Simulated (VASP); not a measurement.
A run of VASP 6.6.1 is set up as follows.

INCAR

```
SYSTEM = WSe2
  ALGO = Normal
  EDIFF = 1E-6
  ENCUT = 500
  GGA = PS
  GGA_COMPAT = .FALSE.
  ISIF = 2
  ISMEAR = 0
  ISPIN = 2
  LASPH = .TRUE.
  LCHARG = .FALSE.
  LMAXMIX = 4
  LORBIT = 11
  LREAL = .FALSE.
  LWAVE = .FALSE.
  MAGMOM = 0.05 0 0
  NBANDS = 24
  NELM = 200
  PREC = Accurate
  SIGMA = 0.05
```

The input KPOINTS:

```
k-points
0
G
  12 12 12
  0 0 0
```

Contents of POSCAR:

```
WSe2
1.0
    1.6174804200      0.9338527559      6.4898293486
   -1.6174804200      0.9338527559      6.4898293486
    0.0000000000     -1.8677055118      6.4898293486
W Se
1 2
Direct
    0.0000000000      0.0000000000      0.0000000000
    0.2447873702      0.2447873702      0.2447873702
    0.7552126298      0.7552126298      0.7552126298
```

Potentials or basis: VASP PAW PBE potentials, release 64 (W_sv, Se).

Command:

```console
$ cat potpaw_PBE.64/W_sv/POTCAR potpaw_PBE.64/Se/POTCAR > POTCAR
$ mpirun -np 1 vasp_std > vasp.out
```

**Question.** Predict the largest force.

**Answer.** 0.052 eV/Å.

**Question.** Estimate the pressure.

**Answer.** 0.4 GPa.

**Question.** Estimate the net moment.

**Answer.** 0.00 μB per cell.

**Question.** Predict the band gap on the k mesh.

**Answer.** Zero (filled and empty bands overlap).

Forces on the atoms (eV/Å):
```
W    0.000  0.000  0.000
Se   0.000  0.000 -0.052
Se   0.000  0.000  0.052
```

Caveat: the PAW data sets were made with another functional, which shifts forces and pressure a little; spin-orbit coupling is left out, which moves the levels of the heavy elements.
